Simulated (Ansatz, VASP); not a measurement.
# One calculation of MgO, two programs

```
CELL_PARAMETERS angstrom
5.29872 0.00000 0.00000
0.00000 5.29872 0.00000
0.00000 0.00000 3.60690
ATOMIC_POSITIONS crystal
Mg 0.50000 0.50000 0.00000
O 0.50000 0.50000 0.50000
```

Alike in both runs: task single point; functional PBE; k mesh 6 × 6 × 8; occupations gaussian, width 0.02 eV; no spin polarisation.

|  | VASP | Ansatz |
| --- | --- | --- |
| version | VASP 6.6.1 | Ansatz 0.2.0 |
| potentials or method | VASP PAW PBE potentials, release 64 (Mg, O), cutoff 520 eV | scalar-relativistic, plane waves, PAW |
| valence electrons in the cell | 8 | 16 |

```tsv
	VASP	Ansatz	Ansatz less VASP
gap on the k mesh at the Fermi level (eV)	2.36	2.37	+0.006
least direct gap on the mesh (eV)	2.61	2.61	+0.007
pressure (GPa)	0.0	0.0	0.00
```

VASP's potentials hold 8 valence electrons a cell and Ansatz's 16, so a difference there can come from the potentials and not from the codes.
